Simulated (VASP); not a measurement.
Here is a VASP 6.6.1 calculation.

Contents of INCAR:

```
SYSTEM = Pb
ALGO = Fast
EDIFF = 1E-7
ENCUT = 520
GGA = PE
ISIF = 2
ISMEAR = 0
LASPH = .TRUE.
LCHARG = .FALSE.
LREAL = .FALSE.
LWAVE = .FALSE.
NBANDS = 13
NELM = 60
PREC = Accurate
SIGMA = 0.1
```

Contents of KPOINTS:

```
k-points
0
G
  14 14 14
  0 0 0
```

POSCAR

```
Pb
1.0
    0.0000000000      2.4695345258      2.4695345258
    2.4695345258      0.0000000000      2.4695345258
    2.4695345258      2.4695345258      0.0000000000
Pb
1
Direct
    0.0000000000      0.0000000000      0.0000000000
```

Potentials or basis: VASP PAW PBE potentials, release 64 (Pb_d).

The run is started by

```sh
$ cat potpaw_PBE.64/Pb_d/POTCAR > POTCAR
$ mpirun -np 1 vasp_std > vasp.out
```

Q: Predict the pressure.

A: 2.7 GPa.

Q: Estimate the band gap on the k mesh.

A: Zero (band 7 reaches 14.83 eV, above the bottom of band 8 at 5.79 eV).

Caveat: spin-orbit coupling is left out, which moves the levels of the heavy elements.
